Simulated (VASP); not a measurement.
# Mg3CdS2 (P6/mmm) in VASP: single point with PBE

Aim: the single point of Mg3CdS2 with PBE.

All numbers are computed with VASP 6.6.1; they aren't measurements. Logs are shortened: lines on timing, memory, paths and dates and some standing lists are left out, and cuts for length are marked.

## (1) The cell of the first run

Symmetry: P6/mmm, No. 191, hexagonal system. Conventional cell: a = 4.471 Å, b = 4.471 Å, c = 8.736 Å, α = 90.00°, β = 90.00°, γ = 120.00°. Mg (site symmetry -6m2) has 3 Cd at 2.58 Å and 3 Mg at 2.58 Å and 6 S at 3.43 Å within 3.5 Å. Mg (site symmetry 6/mmm) has 2 S at 2.11 Å within 2.8 Å. Cd (site symmetry 6/mmm) has 2 S at 2.26 Å and 6 Mg at 2.58 Å within 3.0 Å. S (site symmetry 6mm) has 1 Mg at 2.11 Å and 1 Cd at 2.26 Å within 2.8 Å.

The cell was generated, and may not be a known phase.

## (2) Single point, PBE

Contents of INCAR:

```
SYSTEM = Mg3CdS2
PREC = Accurate ; ENCUT = 840
EDIFF = 1E-6 ; ISMEAR = 0
SIGMA = 0.1 ; LREAL = .FALSE.
LASPH = .TRUE. ; NELM = 120
ALGO = Normal ; ISIF = 2
LWAVE = .FALSE. ; LCHARG = .FALSE.
GGA = PE ; NBANDS = 40
GGA_COMPAT = .FALSE.
```

Contents of KPOINTS:

```
regular mesh
0
G
  6 6 2
  0 0 0
```

Contents of POSCAR:

```
Mg3CdS2
1.0
    4.4705156700      0.0000000000      0.0000000000
   -2.2352578300      3.8715801400      0.0000000000
    0.0000000000      0.0000000000      8.7360987500
Mg Cd S
3 1 2
Direct
    0.3333333300      0.6666666700      0.5000000000
    0.6666666700      0.3333333300      0.5000000000
    0.0000000000      0.0000000000      0.0000000000
    0.0000000000      0.0000000000      0.5000000000
    0.0000000000      0.0000000000      0.2412058100
    0.0000000000      0.0000000000      0.7587941900
```

Potentials or basis: VASP PAW PBE potentials, release 64 (Mg_sv, Cd_sv_GW, S).

Started as:

```bash
$ cat potpaw_PBE.64/Mg_sv/POTCAR potpaw_PBE.64/Cd_sv_GW/POTCAR potpaw_PBE.64/S/POTCAR > POTCAR
$ mpirun -np 1 vasp_std > vasp.out
```

OUTCAR:

```text
SYSTEM = Mg3CdS2
   PREC = Accurate
   ENCUT = 840
   EDIFF = 1E-6
   ISMEAR = 0
   LREAL = .FALSE.
   LASPH = .TRUE.
   NELM = 120
   ISIF = 2
   GGA = PE

 ion  position               nearest neighbor table
   1  0.333  0.667  0.500-
   2  0.667  0.333  0.500-
   3  0.000  0.000  0.000-   5 2.11   6 2.11
   4  0.000  0.000  0.500-   5 2.26   6 2.26
   5  0.000  0.000  0.241-   3 2.11   4 2.26
   6  0.000  0.000  0.759-   3 2.11   4 2.26

  LATTYP: Found a hexagonal cell.
 ALAT       =     4.4705156700
 C/A-ratio  =     1.9541590713

  Lattice vectors:

 A1 = (   4.4705156700,   0.0000000000,   0.0000000000)
 A2 = (  -2.2352578300,   3.8715801400,   0.0000000000)
 A3 = (   0.0000000000,   0.0000000000,   8.7360987500)

Analysis of symmetry for initial positions (statically):
=====================================================================
 Subroutine PRICEL returns:
 Original cell was already a primitive cell.

 Routine SETGRP: Setting up the symmetry group for a
 hexagonal supercell.

 Subroutine GETGRP returns: Found 24 space group operations
 (whereof 24 operations were pure point group operations)
 out of a pool of 24 trial point group operations.

The static configuration has the point symmetry D_6h.

Analysis of symmetry for dynamics (positions and initial velocities):
=====================================================================
 Subroutine PRICEL returns:
 Original cell was already a primitive cell.

 Routine SETGRP: Setting up the symmetry group for a
 hexagonal supercell.

 Subroutine GETGRP returns: Found 24 space group operations
 (whereof 24 operations were pure point group operations)
 out of a pool of 24 trial point group operations.

The dynamic configuration has the point symmetry D_6h.

 Subroutine INISYM returns: Found 24 space group operations
 (whereof 24 operations are pure point group operations),
 and found     1 'primitive' translations

----------------------------------------------------------------------------------------

                                     Primitive cell

  volume of cell :     151.2040

  direct lattice vectors                    reciprocal lattice vectors
     4.470515670  0.000000000  0.000000000     0.223687841  0.129146235  0.000000000
    -2.235257830  3.871580140  0.000000000     0.000000000  0.258292471  0.000000000
     0.000000000  0.000000000  8.736098750     0.000000000  0.000000000  0.114467571

  length of vectors
     4.470515670  4.470515669  8.736098750     0.258292471  0.258292471  0.114467571

  position of ions in fractional coordinates (direct lattice)
     0.333333330  0.666666670  0.500000000
     0.666666670  0.333333330  0.500000000
     0.000000000  0.000000000  0.000000000
     0.000000000  0.000000000  0.500000000
     0.000000000  0.000000000  0.241205810
     0.000000000  0.000000000  0.758794190

  ion indices of the primitive-cell ions
   primitive index   ion index
                 1           1
                 2           2
                 3           3
                 4           4
                 5           5
                 6           6

----------------------------------------------------------------------------------------

 KPOINTS: regular mesh

Automatic generation of k-mesh.
 Grid dimensions read from file:
 generate k-points for:    6    6    2

 Generating k-lattice:

  Cartesian coordinates                     Fractional coordinates (reciprocal lattice)
     0.037281307  0.021524373  0.000000000     0.166666667  0.000000000  0.000000000
     0.000000000  0.043048745  0.000000000     0.000000000  0.166666667  0.000000000
     0.000000000  0.000000000  0.057233785     0.000000000  0.000000000  0.500000000

  Length of vectors
     0.043048745  0.043048745  0.057233785

  Shift w.r.t. Gamma in fractional coordinates (k-lattice)
     0.000000000  0.000000000  0.000000000

 Subroutine IBZKPT returns following result:
 ===========================================

 Found     14 irreducible k-points:

 Following reciprocal coordinates:
            Coordinates               Weight
  0.000000  0.000000  0.000000      1.000000
  0.166667 -0.000000  0.000000      6.000000
  0.333333  0.000000  0.000000      6.000000
  0.500000 -0.000000  0.000000      3.000000
  0.166667  0.166667  0.000000      6.000000
  0.333333  0.166667  0.000000     12.000000
  0.333333  0.333333  0.000000      2.000000
  0.000000  0.000000  0.500000      1.000000
  0.166667 -0.000000  0.500000      6.000000
  0.333333  0.000000  0.500000      6.000000
  0.500000 -0.000000  0.500000      3.000000
  0.166667  0.166667  0.500000      6.000000
  0.333333  0.166667  0.500000     12.000000
  0.333333  0.333333  0.500000      2.000000
   k-points           NKPTS =     14   k-points in BZ     NKDIM =     14   number of bands    NBANDS=     40
   number of dos      NEDOS =    301   number of ions     NIONS =      6
   total plane-waves  NPLWV = 148176
   dimension x,y,z NGX =    42 NGY =   42 NGZ =   84
   dimension x,y,z NGXF=    84 NGYF=   84 NGZF=  168
   ions per type =               3   1   2
   NGX,Y,Z   is equivalent  to a cutoff of  15.62, 15.62, 15.99 a.u.
   NGXF,Y,Z  is equivalent  to a cutoff of  31.24, 31.24, 31.97 a.u.
 SYSTEM =  Mg3CdS2
   PREC   = accura    normal or accurate (medium, high low for compatibility)
   ISTART =      0    job   : 0-new  1-cont  2-samecut
   ICHARG =      2    charge: 1-file 2-atom 10-const
   ISPIN  =      1    spin polarized calculation?
   LNONCOLLINEAR =      F non collinear calculations
   LSORBIT =      F    spin-orbit coupling
   LASPH  =      T    aspherical Exc in radial PAW
   ENCUT  =  840.0 eV  61.74 Ry    7.86 a.u.  10.56 10.56 20.64*2*pi/ulx,y,z
   NELM   =    120;   NELMIN=  2; NELMDL= -5     # of ELM steps
   EDIFF  = 0.1E-05   stopping-criterion for ELM
   LREAL  =      F    real-space projection
   EDIFFG = 0.1E-04   stopping-criterion for IOM
   NSW    =      0    number of steps for IOM
   IBRION =     -1    ionic relax: 0-MD 1-quasi-New 2-CG
   NFREE  =      0    steps in history (QN), initial steepest desc. (CG)
   ISIF   =      2    stress and relaxation
   ISYM   =      2    0-nonsym 1-usesym 2-fastsym
   POTIM  = 0.5000    time-step for ionic-motion
   TEBEG  =    0.0;   TEEND  =   0.0 temperature during run
   PSTRESS=    0.0 pullay stress
   NELECT =      62.0000    total number of electrons
   NUPDOWN=      -1.0000    fix difference up-down
   EMIN   =  10.00;   EMAX   =-10.00  energy-range for DOS
   EFERMI =   0.00;   METHOD = LEGACY
   ISMEAR =     0;   SIGMA  =   0.10  broadening in eV -4-tet -1-fermi 0-gaus
   EFERMI_NEDOS =   21; number of points for ismear=-14 and -15
   IALGO  =     38    algorithm
   IMIX   =      4    mixing-type and parameters
     AMIX     =   0.40;   BMIX     =  1.00
     AMIX_MAG =   1.60;   BMIX_MAG =  1.00
  volume/ion in A,a.u.               =      25.20       170.06
  Fermi-wavevector in a.u.,A,eV,Ry     =   1.216235  2.298351 20.126122  1.479228
  Thomas-Fermi vector in A             =   2.351596
   LORBIT       =      0    0 simple, 1 ext, 2 COOP (PROOUT), +10 PAW based schemes
   GGA     = PE    functional components
   LHFCALC =     F    Hartree Fock is set to
   AEXX    =    0.0000 exact exchange contribution
   IVDW    =     0    specifies the selected vdW correction
   LEPSILON=     F    determine dielectric tensor
   LRPA    =     F    only Hartree local field effects (RPA)
 non-spin polarized calculation
 Gauss-broadening in eV      SIGMA  =   0.10
  energy-cutoff  :      840.00
  volume of cell :      151.20
 maximum number of plane-waves:      8388
   NGX = 21   NGY = 21   NGZ = 41

 number of electron      61.9999997 magnetization

 Free energy of the ion-electron system (eV)
  ---------------------------------------------------
  ext. energy  EPLUGINS =         0.00000000
  ---------------------------------------------------
  free energy    TOTEN  =       -10.22919643 eV

  energy without entropy =      -10.21713855  energy(sigma->0) =      -10.22316749

 E-fermi :   2.7541     XC(G=0):  -8.2216

 val. band max:        2.7243075039   @ k =   0.1667   0.1667   0.5000
 cond. band min:       2.8071878456   @ k =   0.3333   0.0000   0.5000
 fundamental gap:      0.0828803417
 Fermi energy:         2.7541288475

 k-point     1 :       0.0000    0.0000    0.0000
  band No.  band energies     occupation
      1    -101.4303      2.00000
      2     -73.5564      2.00000
      3     -73.5307      2.00000
      4     -73.3870      2.00000
      5     -62.5082      2.00000
      6     -62.5082      2.00000
[... 32 lines left out ...]
     39       8.9625      0.00000
     40       8.9626      0.00000

 k-point     2 :       0.1667   -0.0000    0.0000
  band No.  band energies     occupation
      1    -101.4303      2.00000
      2     -73.5549      2.00000
      3     -73.5322      2.00000
      4     -73.3870      2.00000
      5     -62.5082      2.00000
      6     -62.5081      2.00000
[... 32 lines left out ...]
     39       8.5125      0.00000
     40       9.2285      0.00000

 k-point     3 :       0.3333    0.0000    0.0000
  band No.  band energies     occupation
      1    -101.4303      2.00000
      2     -73.5511      2.00000
      3     -73.5360      2.00000
      4     -73.3870      2.00000
      5     -62.5082      2.00000
      6     -62.5080      2.00000
[... 32 lines left out ...]
     39       8.9974      0.00000
     40       9.3097      0.00000

 k-point     4 :       0.5000   -0.0000    0.0000
  band No.  band energies     occupation
      1    -101.4303      2.00000
      2     -73.5480      2.00000
      3     -73.5392      2.00000
      4     -73.3870      2.00000
      5     -62.5082      2.00000
      6     -62.5079      2.00000
[... 32 lines left out ...]
     39       9.6624      0.00000
     40       9.9776      0.00000
[... 342 lines left out ...]
     39       7.9695      0.00000
     40       8.3175      0.00000

 k-point    13 :       0.3333    0.1667    0.5000
  band No.  band energies     occupation
      1    -101.4303      2.00000
      2     -73.5479      2.00000
      3     -73.5392      2.00000
      4     -73.3869      2.00000
      5     -62.5082      2.00000
      6     -62.5080      2.00000
[... 32 lines left out ...]
     39       8.2956      0.00000
     40       9.3829      0.00000

 k-point    14 :       0.3333    0.3333    0.5000
  band No.  band energies     occupation
      1    -101.4303      2.00000
      2     -73.5436      2.00000
      3     -73.5436      2.00000
      4     -73.3870      2.00000
      5     -62.5081      2.00000
      6     -62.5081      2.00000
[... 32 lines left out ...]
     39       8.1350      0.00000
     40       8.1350      0.00000

------------------------ aborting loop because EDIFF is reached ----------------------------------------

  FORCE on cell =-STRESS in cart. coord.  units (eV):
  Direction    XX          YY          ZZ          XY          YZ          ZX
  --------------------------------------------------------------------------------------
  -------------------------------------------------------------------------------------
  Total       14.7625222     14.7625222     24.9569296      0.0000000     -0.0000000      0.0000000
  in kB      156.4255669    156.4255670    264.4468068      0.0000002     -0.0000000      0.0000000
  external PRESSURE =     192.4326469 kB  Pullay stress =       0.0000000 kB

 VOLUME and BASIS-vectors are now :
 -----------------------------------------------------------------------------
  energy-cutoff  :      840.00
  volume of cell :      151.20
      direct lattice vectors                 reciprocal lattice vectors
     4.470515670  0.000000000  0.000000000     0.223687841  0.129146235  0.000000000
    -2.235257830  3.871580140  0.000000000     0.000000000  0.258292471  0.000000000
     0.000000000  0.000000000  8.736098750     0.000000000  0.000000000  0.114467571

 POSITION                                       TOTAL-FORCE (eV/Angst)
 -----------------------------------------------------------------------------------
     -0.00000      2.58105      4.36805        -0.000000      0.000000      0.000000
      2.23526      1.29053      4.36805         0.000000     -0.000000      0.000000
      0.00000      0.00000      0.00000        -0.000000     -0.000000      0.000000
      0.00000      0.00000      4.36805        -0.000000     -0.000000      0.000000
      0.00000      0.00000      2.10720        -0.000000      0.000000     -0.935245
      0.00000      0.00000      6.62890        -0.000000     -0.000000      0.935245
 -----------------------------------------------------------------------------------
    total drift:                               -0.000000      0.000000      0.000000

  FREE ENERGIE OF THE ION-ELECTRON SYSTEM (eV)
  ---------------------------------------------------
  free  energy   TOTEN  =       -10.2291964299 eV

  energy  without entropy=      -10.2171385521  energy(sigma->0) =      -10.22316749
```

Run time: 4.3 min. Hardware: 1 thread of Intel Xeon Platinum 8124M at 3.00GHz (Skylake/Cascade Lake), shared host; peak memory 0.48 GiB.

Results:

- Free energy: -10.2292 eV
- Pressure: 19.2 GPa
- Largest force: 0.935 eV/Å
- Band gap on the k mesh: zero (bands 31 and 32 overlap by 1.58 eV)

Forces in eV/Å, atoms in the order of the input:
```
Mg   0.000  0.000  0.000
Mg   0.000  0.000  0.000
Mg   0.000  0.000  0.000
Cd   0.000  0.000  0.000
S    0.000  0.000 -0.935
S    0.000  0.000  0.935
```

Levels at points of the mesh, in eV from the Fermi level:
| k point | band 28 | band 29 | band 30 | band 31 | band 32 | band 33 | band 34 | band 35 |
| --- | --- | --- | --- | --- | --- | --- | --- | --- |
| (0.00, 0.00, 0.00) | -2.06 | -1.75 | -1.75 | 1.32 | 1.72 | 1.72 | 1.76 | 2.64 |
| (0.50, 0.00, 0.00) | -3.02 | -2.04 | -2.01 | -0.84 | 0.15 | 2.01 | 2.65 | 3.02 |
| (0.00, 0.00, 0.50) | -1.86 | -1.86 | -0.86 | 0.15 | 1.86 | 1.86 | 2.60 | 2.65 |
| (0.50, 0.00, 0.50) | -3.02 | -2.15 | -1.63 | -0.11 | 0.30 | 1.82 | 2.20 | 2.50 |

Caveat: the stress differs along the axes, from 16 to 26 GPa.

The gap in the log of VASP goes by the Fermi energy; the results here count the filled bands.